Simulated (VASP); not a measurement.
A run of VASP 6.6.1:

File INCAR:

```
PREC = Accurate
ENCUT = 520
EDIFF = 1E-6
ISMEAR = 0
SIGMA = 0.15
LREAL = F
LASPH = T
NELM = 100
ALGO = Fast
ISIF = 2
LWAVE = F
LCHARG = F
NBANDS = 66
```

Contents of KPOINTS:

```
Automatic mesh
0
Gamma
  9 9 9
```

File POSCAR:

```
Ge
1.0
    4.8800810733      2.8175161213      2.0522333333
   -4.8800810733      2.8175161213      2.0522333333
    0.0000000000     -5.6350322426      2.0522333333
Ge
8
Direct
    0.7160372200      0.7160372200      0.7160372200
    0.2839627800      0.2839627800      0.2839627800
    0.0289443367      0.7253625347      0.5322921797
    0.5322921797      0.0289443367      0.7253625347
    0.7253625347      0.5322921797      0.0289443367
    0.9710556633      0.2746374653      0.4677078203
    0.4677078203      0.9710556633      0.2746374653
    0.2746374653      0.4677078203      0.9710556633
```

Potentials or basis: VASP PAW LDA potentials, release 64 (Ge_d).

Run with:

```sh
$ cat potpaw_LDA.64/Ge_d/POTCAR > POTCAR
$ mpirun -np 1 vasp_std > vasp.out
```

Hardware: 1 thread of Oxide Virtual Turin-like Processor, with other jobs on the host.

Q: How long does it take, and how much memory?

A: Wall time 33 min on 1 thread of Oxide Virtual Turin-like Processor (shared host), peak memory 0.85 GiB. Counts: scf iterations 15, k points 125.
